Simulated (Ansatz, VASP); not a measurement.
LiW: VASP beside Ansatz

The input POSCAR:

```
LiW
1.0
    0.0000000000      3.1357540000      3.1357540000
    3.1357540000      0.0000000000      3.1357540000
    3.1357540000      3.1357540000      0.0000000000
Li W
2 2
Direct
    0.0000000000      0.0000000000      0.0000000000
    0.2500000000      0.2500000000      0.2500000000
    0.5000000000      0.5000000000      0.5000000000
    0.7500000000      0.7500000000      0.7500000000
```

File INCAR.step1:

```
SYSTEM = LiW
PREC     = Accurate       ! precision mode
ENCUT    = 600            ! plane-wave cutoff, eV
ISMEAR   = 0              ! smearing method
SIGMA    = 0.0753         ! smearing width, eV
LREAL    = .FALSE.        ! projectors in reciprocal space
LASPH    = .TRUE.         ! aspherical terms in the spheres
NELM     = 100            ! most SCF steps
GGA      = PE             ! functional
ALGO     = Normal         ! electronic algorithm
EDIFF    = 1E-4           ! SCF threshold, eV
LWAVE    = .TRUE.         ! write WAVECAR
LCHARG   = .FALSE.        ! write CHGCAR
```

Contents of INCAR.step2:

```
SYSTEM = LiW
PREC     = Accurate       ! precision mode
ENCUT    = 600            ! plane-wave cutoff, eV
EDIFF    = 1E-7           ! SCF threshold, eV
ISMEAR   = 0              ! smearing method
SIGMA    = 0.0753         ! smearing width, eV
LREAL    = .FALSE.        ! projectors in reciprocal space
LASPH    = .TRUE.         ! aspherical terms in the spheres
NELM     = 100            ! most SCF steps
ALGO     = Normal         ! electronic algorithm
ISIF     = 3              ! what is computed and relaxed
LWAVE    = .FALSE.        ! write WAVECAR
LCHARG   = .FALSE.        ! write CHGCAR
METAGGA  = R2SCAN         ! meta-GGA
LMIXTAU  = .TRUE.       
IVDW     = 13             ! dispersion correction
VDW_S6   = 1.0          
VDW_S8   = 0.6018749    
VDW_A1   = 0.51559235   
VDW_A2   = 5.77342911   
IBRION   = 2              ! ionic algorithm
NSW      = 60             ! ionic steps
EDIFFG   = -0.01          ! ionic threshold
ISTART   = 1
```

Contents of KPOINTS:

```
regular mesh
0
G
  5 5 5
  0 0 0
```

Input for Ansatz:

```yaml
crystal:
  lattice:
    - [0.0, 3.135754, 3.135754]
    - [3.135754, 0.0, 3.135754]
    - [3.135754, 3.135754, 0.0]
  atoms:
    - { symbol: Li, position: [0.0, 0.0, 0.0] }
    - { symbol: Li, position: [0.25, 0.25, 0.25] }
    - { symbol: W, position: [0.5, 0.5, 0.5] }
    - { symbol: W, position: [0.75, 0.75, 0.75] }
  symmetry: { tolerance: 0.0003 }
kpoints:
  mp_grid: { grid: [5, 5, 5], shift: [0, 0, 0] }
magnetization:
  spin_polarized: false
scf:
  occupations: { method: gaussian, width: 0.0753 }
hamiltonian:
  pseudopotentials: { kind: paw }
  xc: r2scan
  dispersion: d4
basis:
  ecutwfc: 500
output:
  forces: true
  stress: true
  eigenvalues: true
  write_density: true
  write_potential: true
  elf: true
  volumetric_format: npy
relax:
  max_steps: 40
  cell: {}
accuracy: medium
```

Alike in both runs: task relaxation of cell and atoms; functional r2SCAN; dispersion D4; k mesh 5 × 5 × 5; occupations gaussian, width 0.0753 eV; no spin polarisation.

```csv
,VASP,Ansatz
version,VASP 6.6.1,Ansatz 0.2.0
potentials or method,"VASP PAW PBE potentials, release 64 (Li_sv, W_sv), cutoff 600 eV",PAW plane waves
valence electrons in the cell,34,34
```

|  | VASP | Ansatz | Ansatz less VASP |
| --- | --- | --- | --- |
| gap on the k mesh at the Fermi level, each at its own relaxed structure (eV) | none | none | - |
| relaxed volume (Å³/atom) | 14.70 | 14.64 | -0.064 |
| relaxed cell length with the largest relative difference (Å) | 4.365 | 4.359 | -0.0063 |

VASP's potentials were made for PBE, not for r2SCAN. A gap of «none» marks a metal or a gap that the smearing closes.

Neither program's run includes spin-orbit coupling. Noted on VASP's run: the cutoff is short for stress, so the pressure is rough.
